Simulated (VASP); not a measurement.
# Mg (P6_3/mmc) in VASP: notebook, part 2 of 2

VASP 6.6.1. The steps go on from the part before.

## 4. Single point, PBEsol-based global hybrid with 25 % exact exchange

This run uses another cell than the first one, of 22.55 Å³/atom.

Input file POSCAR:

```
Mg
1.0
    3.1768261656      0.0000000000      0.0000000000
   -1.5884130828      2.7512121628      0.0000000000
    0.0000000000      0.0000000000     10.3188620100
Mg
4
Direct
    0.6666666667      0.3333333333      0.7500000000
    0.0000000000      0.0000000000      0.5000000000
    0.3333333333      0.6666666667      0.2500000000
    0.0000000000      0.0000000000      0.0000000000
```

Input file INCAR.step1:

```
PREC = Accurate ; ENCUT = 520
EDIFF = 1E-5 ; ISMEAR = -1
SIGMA = 0.05 ; LREAL = F
LASPH = T ; NELM = 60
ALGO = Normal ; ISIF = 2
LWAVE = T ; GGA = PE
NBANDS = 12
```

Input file INCAR.step2:

```
PREC = Accurate ; ENCUT = 520
EDIFF = 1E-6 ; ISMEAR = -1
SIGMA = 0.05 ; LREAL = F
LASPH = T ; NELM = 60
ALGO = Normal ; ISIF = 2
LWAVE = F ; LCHARG = T
GGA = PS ; LHFCALC = T
AEXX = 0.25 ; PRECFOCK = Normal
LELF = T ; LVHAR = T
ISTART = 1 ; NBANDS = 12
```

Input file KPOINTS:

```
regular mesh
0
Gamma
  5 5 2
```

Potentials or basis: VASP PAW PBE potentials, release 64 (Mg).

On the command line:

```sh
$ cat potpaw_PBE.64/Mg/POTCAR > POTCAR
$ cp INCAR.step1 INCAR
$ mpirun -np 1 vasp_std > vasp.out
$ cp INCAR.step2 INCAR
$ mpirun -np 1 vasp_std > vasp.out
```

OUTCAR:

```text
PREC = Accurate
   ENCUT = 520
   EDIFF = 1E-6
   ISMEAR = -1
   LREAL = F
   LASPH = T
   NELM = 60
   ISIF = 2
   GGA = PS
   LHFCALC = T
   AEXX = 0.25
   PRECFOCK = Normal
   ISTART = 1

 ion  position               nearest neighbor table
   1  0.667  0.333  0.750-   2 3.17   4 3.17   2 3.17   4 3.17   2 3.17   4 3.17
   2  0.000  0.000  0.500-   1 3.17   3 3.17   3 3.17   1 3.17   1 3.17   3 3.17
[... 344 lines left out ...]

  FORCE on cell =-STRESS in cart. coord.  units (eV):
  Direction    XX          YY          ZZ          XY          YZ          ZX
  --------------------------------------------------------------------------------------
  -------------------------------------------------------------------------------------
  Total       -0.3748450     -0.3748450      0.2949782      0.0000000      0.0000000      0.0000000
  in kB       -6.6590607     -6.6590607      5.2402396      0.0000000      0.0000000      0.0000000
  external PRESSURE =      -2.6926273 kB  Pullay stress =       0.0000000 kB

 VOLUME and BASIS-vectors are now :
 -----------------------------------------------------------------------------
  energy-cutoff  :      520.00
  volume of cell :       90.19
      direct lattice vectors                 reciprocal lattice vectors
     3.176826166  0.000000000  0.000000000     0.314779578  0.181738074  0.000000000
    -1.588413083  2.751212163  0.000000000     0.000000000  0.363476148  0.000000000
     0.000000000  0.000000000 10.318862010     0.000000000  0.000000000  0.096909911

 POSITION                                       TOTAL-FORCE (eV/Angst)
 -----------------------------------------------------------------------------------
      1.58841      0.91707      7.73915         0.000000     -0.000000     -0.000000
      0.00000      0.00000      5.15943        -0.000000      0.000000      0.000000
     -0.00000      1.83414      2.57972         0.000000     -0.000000      0.000000
      0.00000      0.00000      0.00000        -0.000000      0.000000      0.000000
 -----------------------------------------------------------------------------------
    total drift:                                0.000000      0.000000      0.000000

  FREE ENERGIE OF THE ION-ELECTRON SYSTEM (eV)
  ---------------------------------------------------
  free  energy   TOTEN  =        -6.7745551057 eV

  energy  without entropy=       -6.7691458645  energy(sigma->0) =       -6.77185049
```

OUTCAR.step1:

```text
PREC = Accurate
   ENCUT = 520
   EDIFF = 1E-5
   ISMEAR = -1
   LREAL = F
   LASPH = T
[... 363 lines left out ...]
      1.58841      0.91707      7.73915         0.000000     -0.000000      0.000000
      0.00000      0.00000      5.15943        -0.000000      0.000000      0.000000
     -0.00000      1.83414      2.57972        -0.000000      0.000000     -0.000000
      0.00000      0.00000      0.00000        -0.000000      0.000000      0.000000
 -----------------------------------------------------------------------------------
    total drift:                                0.000000     -0.000000      0.000000

  FREE ENERGIE OF THE ION-ELECTRON SYSTEM (eV)
  ---------------------------------------------------
  free  energy   TOTEN  =        -6.0555107787 eV

  energy  without entropy=       -6.0446079569  energy(sigma->0) =       -6.05005937
```

OSZICAR.step1:

```text
N       E                     dE             d eps       ncg     rms          rms(c)
DAV:   1     0.321766065346E+01    0.32177E+01   -0.25233E+03   240   0.470E+02
DAV:   2    -0.582985870715E+01   -0.90475E+01   -0.84943E+01   304   0.523E+01
DAV:   3    -0.608179699246E+01   -0.25194E+00   -0.25033E+00   340   0.680E+00
DAV:   4    -0.608313622121E+01   -0.13392E-02   -0.13391E-02   316   0.591E-01
DAV:   5    -0.608315097178E+01   -0.14751E-04   -0.14751E-04   336   0.629E-02    0.136E+00
DAV:   6    -0.607055829497E+01    0.12593E-01   -0.12471E-03   304   0.284E-01    0.872E-01
DAV:   7    -0.605550458588E+01    0.15054E-01   -0.47570E-03   284   0.486E-01    0.444E-02
DAV:   8    -0.605551077868E+01   -0.61928E-05   -0.37740E-05   340   0.358E-02
   1 F= -.60555108E+01 E0= -.60500594E+01  d E =-.109028E-01
```

It took 5 min on 1 thread of Oxide Virtual Turin-like, shared host; peak memory 0.18 GiB.

Results:

- Free energy: -6.7746 eV
- Pressure: -0.3 GPa
- Band gap on the k mesh: zero (bands 4 and 5 overlap by 2.55 eV)

Caveat: the k points lie up to 0.46 Å⁻¹ apart, too coarse for converged energies and pressures of a metal; the PAW data sets were made with another functional, which shifts forces and pressure a little.

## 5. Summary

| level | potentials or basis | cell | k mesh | grid for exact exchange (PRECFOCK) | share of exact exchange | gap on the mesh (eV) | pressure (GPa) |
| --- | --- | --- | --- | --- | --- | --- | --- |
| LDA | VASP PAW LDA potentials, release 64 (Mg) | a = 3.239, b = 3.239, c = 10.521 Å, angles 90.0, 90.0, 120.0°, 4 atoms | 10 × 10 × 3 | - | - | none | -3.3 |
| PBE0 | VASP PAW PBE potentials, release 64 (Mg) | a = 3.177, b = 3.177, c = 10.319 Å, angles 90.0, 90.0, 120.0°, 4 atoms | 5 × 5 × 2 | Normal | 0.25 | none | 0.2 |
| PBEsol-based global hybrid with 25 % exact exchange | VASP PAW PBE potentials, release 64 (Mg) | a = 3.177, b = 3.177, c = 10.319 Å, angles 90.0, 90.0, 120.0°, 4 atoms | 5 × 5 × 2 | Normal | 0.25 | none | -0.3 |

Alike in all rows: task single point; no spin polarisation; cutoff (eV) 520; smearing fermi-dirac 0.05 eV.

Caveats: some runs use coarse meshes; the PAW data sets were made with another functional, which shifts forces and pressure a little (at least some runs); the cell stands under tension (at least some runs).

Total energies depend on the potentials used, so only differences within one code and one set of settings carry meaning.
